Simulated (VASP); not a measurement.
# Cd (P6_3/mmc) in VASP: a series of runs

Aim: see how the results for Cd move with the level of theory and the settings. Levels: RPBE, BLYP. Tasks: single point.

All numbers are computed with VASP 6.6.1; they aren't measurements. Logs are shortened: lines on timing, memory, paths and dates and some standing lists are left out, and cuts for length are marked.

## Step 1: The cell of the first run

It takes space group P6_3/mmc (No. 194, hexagonal). Conventional cell: a = 2.979 Å, b = 2.979 Å, c = 5.618 Å, α = 90.00°, β = 90.00°, γ = 120.00°. Within 3.9 Å of Cd (site symmetry -6m2) lie 12 Cd at 2.98 to 3.29 Å.

## Step 2: Single point, RPBE

POSCAR

```
Cd
1.0
    2.9788700000      0.0000000000      0.0000000000
   -1.4894350000      2.5797770946      0.0000000000
    0.0000000000      0.0000000000      5.6176500000
Cd
2
Direct
    0.6666666667      0.3333333333      0.7500000000
    0.3333333333      0.6666666667      0.2500000000
```

INCAR.step1

```
SYSTEM = Cd
PREC = Accurate
ENCUT = 470
EDIFF = 1E-6
ISMEAR = -1
SIGMA = 0.05
LREAL = .False.
LASPH = .True.
NELM = 120
ALGO = Normal
ISIF = 2
LWAVE = .False.
LCHARG = .True.
GGA = RP
NBANDS = 27
GGA_COMPAT = .False.
NEDOS = 2001
LORBIT = 11
```

KPOINTS.step1

```
Automatic mesh
0
Gamma
  6 6 3
  0 0 0
```

INCAR.step2

```
SYSTEM = Cd
PREC = Accurate
ENCUT = 470
EDIFF = 1E-6
ISMEAR = -5
SIGMA = 0.05
LREAL = .False.
LASPH = .True.
NELM = 120
ALGO = Normal
ISIF = 2
LWAVE = .False.
LCHARG = .False.
GGA = RP
LORBIT = 11
NEDOS = 2001
ICHARG = 11
GGA_COMPAT = .False.
```

KPOINTS.step2

```
Automatic mesh
0
Gamma
  9 9 5
  0 0 0
```

Potentials or basis: VASP PAW PBE potentials, release 64 (Cd_sv_GW).

On the command line:

```console
$ cat potpaw_PBE.64/Cd_sv_GW/POTCAR > POTCAR
$ cp INCAR.step1 INCAR
$ cp KPOINTS.step1 KPOINTS
$ mpirun -np 1 vasp_std > vasp.out
$ cp INCAR.step2 INCAR
$ cp KPOINTS.step2 KPOINTS
$ mpirun -np 1 vasp_std > vasp.out
```

OUTCAR:

```text
SYSTEM = Cd
   PREC = Accurate
   ENCUT = 470
   EDIFF = 1E-6
   ISMEAR = -5
   LREAL = .False.
   LASPH = .True.
   NELM = 120
   ISIF = 2
   GGA = RP
   LORBIT = 11
   ICHARG = 11

 ion  position               nearest neighbor table
   1  0.667  0.333  0.750-
   2  0.333  0.667  0.250-

  LATTYP: Found a hexagonal cell.
 ALAT       =     2.9788700000
 C/A-ratio  =     1.8858325472

  Lattice vectors:

 A1 = (   2.9788700000,   0.0000000000,   0.0000000000)
 A2 = (  -1.4894350000,   2.5797770946,   0.0000000000)
 A3 = (   0.0000000000,   0.0000000000,   5.6176500000)

Analysis of symmetry for initial positions (statically):
=====================================================================
 Subroutine PRICEL returns:
 Original cell was already a primitive cell.

 Routine SETGRP: Setting up the symmetry group for a
 hexagonal supercell.

 Subroutine GETGRP returns: Found 24 space group operations
 (whereof 12 operations were pure point group operations)
 out of a pool of 24 trial point group operations.

The static configuration has the point symmetry D_3d.
 The point group associated with its full space group is D_6h.

Analysis of symmetry for dynamics (positions and initial velocities):
=====================================================================
 Subroutine PRICEL returns:
 Original cell was already a primitive cell.

 Routine SETGRP: Setting up the symmetry group for a
 hexagonal supercell.

 Subroutine GETGRP returns: Found 24 space group operations
 (whereof 12 operations were pure point group operations)
 out of a pool of 24 trial point group operations.

The dynamic configuration has the point symmetry D_3d.
 The point group associated with its full space group is D_6h.

 Subroutine INISYM returns: Found 24 space group operations
 (whereof 12 operations are pure point group operations),
 and found     1 'primitive' translations

----------------------------------------------------------------------------------------

                                     Primitive cell

  volume of cell :      43.1706

  direct lattice vectors                    reciprocal lattice vectors
     2.978870000  0.000000000  0.000000000     0.335697765  0.193815195  0.000000000
    -1.489435000  2.579777095  0.000000000     0.000000000  0.387630389  0.000000000
     0.000000000  0.000000000  5.617650000     0.000000000  0.000000000  0.178010378

  length of vectors
     2.978870000  2.978870000  5.617650000     0.387630390  0.387630389  0.178010378

  position of ions in fractional coordinates (direct lattice)
     0.666666667  0.333333333  0.750000000
     0.333333333  0.666666667  0.250000000

  ion indices of the primitive-cell ions
   primitive index   ion index
                 1           1
                 2           2

----------------------------------------------------------------------------------------

 KPOINTS: Automatic mesh

Automatic generation of k-mesh.
 Grid dimensions read from file:
 generate k-points for:    9    9    5

 Generating k-lattice:

  Cartesian coordinates                     Fractional coordinates (reciprocal lattice)
     0.037299752  0.021535022  0.000000000     0.111111111  0.000000000  0.000000000
     0.000000000  0.043070043  0.000000000     0.000000000  0.111111111  0.000000000
     0.000000000  0.000000000  0.035602076     0.000000000  0.000000000  0.200000000

  Length of vectors
     0.043070043  0.043070043  0.035602076

  Shift w.r.t. Gamma in fractional coordinates (k-lattice)
     0.000000000  0.000000000  0.000000000

 TETIRR: Found    371 inequivalent tetrahedra from     2430

 Subroutine IBZKPT returns following result:
 ===========================================

 Found     36 irreducible k-points:

 Following reciprocal coordinates:
            Coordinates               Weight
  0.000000  0.000000  0.000000      1.000000
  0.111111 -0.000000  0.000000      6.000000
  0.222222  0.000000  0.000000      6.000000
  0.333333  0.000000  0.000000      6.000000
  0.444444  0.000000  0.000000      6.000000
  0.111111  0.111111  0.000000      6.000000
[... 16 lines left out ...]
  0.333333  0.222222  0.200000     24.000000
  0.333333  0.333333  0.200000      4.000000
 [... further k-points ...]
   k-points           NKPTS =     36   k-points in BZ     NKDIM =     36   number of bands    NBANDS=     24
   number of dos      NEDOS =   2001   number of ions     NIONS =      2
   total plane-waves  NPLWV =  23040
   dimension x,y,z NGX =    24 NGY =   24 NGZ =   40
   dimension x,y,z NGXF=    48 NGYF=   48 NGZF=   80
   ions per type =               2
   NGX,Y,Z   is equivalent  to a cutoff of  13.39, 13.39, 11.84 a.u.
   NGXF,Y,Z  is equivalent  to a cutoff of  26.79, 26.79, 23.67 a.u.
 SYSTEM =  Cd
   PREC   = accura    normal or accurate (medium, high low for compatibility)
   ISTART =      0    job   : 0-new  1-cont  2-samecut
   ICHARG =     11    charge: 1-file 2-atom 10-const
   ISPIN  =      1    spin polarized calculation?
   LNONCOLLINEAR =      F non collinear calculations
   LSORBIT =      F    spin-orbit coupling
   LASPH  =      T    aspherical Exc in radial PAW
   ENCUT  =  470.0 eV  34.54 Ry    5.88 a.u.   5.27  5.27  9.93*2*pi/ulx,y,z
   NELM   =    120;   NELMIN=  2; NELMDL=  0     # of ELM steps
   EDIFF  = 0.1E-05   stopping-criterion for ELM
   LREAL  =      F    real-space projection
   EDIFFG = 0.1E-04   stopping-criterion for IOM
   NSW    =      0    number of steps for IOM
   IBRION =     -1    ionic relax: 0-MD 1-quasi-New 2-CG
   NFREE  =      0    steps in history (QN), initial steepest desc. (CG)
   ISIF   =      2    stress and relaxation
   ISYM   =      2    0-nonsym 1-usesym 2-fastsym
   POTIM  = 0.5000    time-step for ionic-motion
   TEBEG  =    0.0;   TEEND  =   0.0 temperature during run
   PSTRESS=    0.0 pullay stress
   NELECT =      40.0000    total number of electrons
   NUPDOWN=      -1.0000    fix difference up-down
   EMIN   =  10.00;   EMAX   =-10.00  energy-range for DOS
   EFERMI =   0.00;   METHOD = LEGACY
   ISMEAR =    -5;   SIGMA  =   0.05  broadening in eV -4-tet -1-fermi 0-gaus
   EFERMI_NEDOS =   21; number of points for ismear=-14 and -15
   IALGO  =     38    algorithm
   IMIX   =      4    mixing-type and parameters
     AMIX     =   0.40;   BMIX     =  1.00
     AMIX_MAG =   1.60;   BMIX_MAG =  1.00
  volume/ion in A,a.u.               =      21.59       145.66
  Fermi-wavevector in a.u.,A,eV,Ry     =   1.595997  3.015997 34.656840  2.547206
  Thomas-Fermi vector in A             =   2.693828
   LORBIT       =     11    0 simple, 1 ext, 2 COOP (PROOUT), +10 PAW based schemes
   GGA     = RP    functional components
   LHFCALC =     F    Hartree Fock is set to
   AEXX    =    0.0000 exact exchange contribution
   IVDW    =     0    specifies the selected vdW correction
   LEPSILON=     F    determine dielectric tensor
   LRPA    =     F    only Hartree local field effects (RPA)
 non-spin polarized calculation
 Fermi weights with tetrahedron method with Bloechl corrections
  energy-cutoff  :      470.00
  volume of cell :       43.17
 maximum number of plane-waves:      1008
 NGX is ok and might be reduce to    24

 number of electron      40.0000021 magnetization

 Free energy of the ion-electron system (eV)
  ---------------------------------------------------
  ext. energy  EPLUGINS =         0.00000000
  ---------------------------------------------------
  free energy    TOTEN  =        -0.68921621 eV

  energy without entropy =       -0.68921621  energy(sigma->0) =       -0.68921621

 E-fermi :   6.7044     XC(G=0): -11.1568

 val. band max:        7.4661818989   @ k =   0.3333   0.3333   0.4000
 cond. band min:       6.4831654608   @ k =   0.2222   0.1111   0.0000
 fundamental gap:     -0.9830164381
 Fermi energy:         6.7044339911

 k-point     1 :       0.0000    0.0000    0.0000
  band No.  band energies     occupation
      1     -96.5128      2.00000
      2     -96.5126      2.00000
      3     -57.5628      2.00000
      4     -57.5453      2.00000
      5     -57.5453      2.00000
      6     -57.5420      2.00000
[... 16 lines left out ...]
     23      20.3529      0.00000
     24      21.5006      0.00000

 k-point     2 :       0.1111   -0.0000    0.0000
  band No.  band energies     occupation
      1     -96.5128      2.00000
      2     -96.5120      2.00000
      3     -57.5605      2.00000
      4     -57.5517      2.00000
      5     -57.5494      2.00000
      6     -57.5468      2.00000
[... 16 lines left out ...]
     23      17.7585      0.00000
     24      19.8393      0.00000

 k-point     3 :       0.2222    0.0000    0.0000
  band No.  band energies     occupation
      1     -96.5119      2.00000
      2     -96.5108      2.00000
      3     -57.5663      2.00000
      4     -57.5639      2.00000
      5     -57.5570      2.00000
      6     -57.5514      2.00000
[... 16 lines left out ...]
     23      17.5734      0.00000
     24      18.2354      0.00000
[... 514 lines left out ...]
 k-point    23 :       0.3333    0.2222    0.2000
  band No.  band energies     occupation
      1     -96.5090      2.00000
      2     -96.5087      2.00000
      3     -57.5892      2.00000
      4     -57.5874      2.00000
      5     -57.5706      2.00000
      6     -57.5684      2.00000
[... 16 lines left out ...]
     23      10.3356      0.00000
     24      12.0045      0.00000

 k-point    24 :       0.3333    0.3333    0.2000
  band No.  band energies     occupation
      1     -96.5087      2.00000
      2     -96.5087      2.00000
      3     -57.5833      2.00000
      4     -57.5811      2.00000
      5     -57.5811      2.00000
      6     -57.5783      2.00000
[... 16 lines left out ...]
     23       9.9915      0.00000
     24      10.2900      0.00000

 [... further k-points ...]

------------------------ aborting loop because EDIFF is reached ----------------------------------------

  FORCE on cell =-STRESS in cart. coord.  units (eV):
  Direction    XX          YY          ZZ          XY          YZ          ZX
  --------------------------------------------------------------------------------------
  -------------------------------------------------------------------------------------
  Total        0.0041749      0.0041749      1.8570782      0.0000000      0.0000000      0.0000000
  in kB        0.1549411      0.1549411     68.9211272      0.0000000      0.0000000      0.0000000
  external PRESSURE =      23.0770031 kB  Pullay stress =       0.0000000 kB

 VOLUME and BASIS-vectors are now :
 -----------------------------------------------------------------------------
  energy-cutoff  :      470.00
  volume of cell :       43.17
      direct lattice vectors                 reciprocal lattice vectors
     2.978870000  0.000000000  0.000000000     0.335697765  0.193815195  0.000000000
    -1.489435000  2.579777095  0.000000000     0.000000000  0.387630389  0.000000000
     0.000000000  0.000000000  5.617650000     0.000000000  0.000000000  0.178010378

 POSITION                                       TOTAL-FORCE (eV/Angst)
 -----------------------------------------------------------------------------------
      1.48944      0.85993      4.21324        -0.000000     -0.000000      0.000000
     -0.00000      1.71985      1.40441         0.000000      0.000000     -0.000000
 -----------------------------------------------------------------------------------
    total drift:                               -0.000000      0.000000     -0.000000

  FREE ENERGIE OF THE ION-ELECTRON SYSTEM (eV)
  ---------------------------------------------------
  free  energy   TOTEN  =        -0.6892162149 eV

  energy  without entropy=       -0.6892162149  energy(sigma->0) =       -0.68921621

 total charge

# of ion       s       p       d       f       tot
--------------------------------------------------
    1        2.346   6.212   9.144   0.002  17.704
    2        2.346   6.212   9.144   0.002  17.704
--------------------------------------------------
tot          4.691  12.425  18.288   0.005  35.408
```

Wall time 21 s (1 thread of Intel Xeon 6975P-C (Granite Rapids), shared host); peak memory 0.17 GiB.

Results:

- Valence electrons inside the program's atomic spheres: Cd 17.70

Caveat: the k points lie up to 0.41 Å⁻¹ apart; the PAW data sets were made with another functional, which shifts forces and pressure a little.

## Step 3: Single point, BLYP

POSCAR is that of step 2.

INCAR.step1

```
SYSTEM = Cd
AGGAC = 1.0
AGGAX = 1.0
ALDAC = 0.0
ALDAX = 1.0
ALGO = Normal
EDIFF = 1E-6
ENCUT = 470
GGA = B5
GGA_COMPAT = .FALSE.
ISIF = 2
ISMEAR = -1
LASPH = .TRUE.
LCHARG = .TRUE.
LORBIT = 11
LREAL = .FALSE.
LWAVE = .FALSE.
NBANDS = 27
NEDOS = 2001
NELM = 120
PREC = Accurate
SIGMA = 0.05
```

KPOINTS.step1

```
k-points
0
G
  6 6 3
  0 0 0
```

INCAR.step2

```
SYSTEM = Cd
AGGAC = 1.0
AGGAX = 1.0
ALDAC = 0.0
ALDAX = 1.0
ALGO = Normal
EDIFF = 1E-6
ENCUT = 470
GGA = B5
GGA_COMPAT = .FALSE.
ICHARG = 11
ISIF = 2
ISMEAR = -5
LASPH = .TRUE.
LCHARG = .FALSE.
LORBIT = 11
LREAL = .FALSE.
LWAVE = .FALSE.
NEDOS = 2001
NELM = 120
PREC = Accurate
SIGMA = 0.05
```

KPOINTS.step2

```
k-points
0
G
  9 9 5
  0 0 0
```

Potentials or basis: VASP PAW PBE potentials, release 64 (Cd_sv_GW).

On the command line:

```console
$ cat potpaw_PBE.64/Cd_sv_GW/POTCAR > POTCAR
$ cp INCAR.step1 INCAR
$ cp KPOINTS.step1 KPOINTS
$ mpirun -np 1 vasp_std > vasp.out
$ cp INCAR.step2 INCAR
$ cp KPOINTS.step2 KPOINTS
$ mpirun -np 1 vasp_std > vasp.out
```

Run time: 64 s. Hardware: 1 thread of Intel Xeon Platinum 8259CL at 2.50GHz (Skylake/Cascade Lake), shared host; peak memory 0.17 GiB.

It converged, with:

```
Valence electrons inside the program's atomic spheres : Cd 17.73
```

Levels at points of the mesh, in eV from the Fermi level:
| k point | band 16 | band 17 | band 18 | band 19 | band 20 | band 21 | band 22 | band 23 | band 24 |
| --- | --- | --- | --- | --- | --- | --- | --- | --- | --- |
| (0.00, 0.00, 0.00) | -8.91 | -8.90 | -8.66 | -8.66 | -3.19 | -2.93 | 10.26 | 13.96 | 14.62 |

Caveat: the k points lie up to 0.41 Å⁻¹ apart; the PAW data sets were made with another functional, which shifts forces and pressure a little.
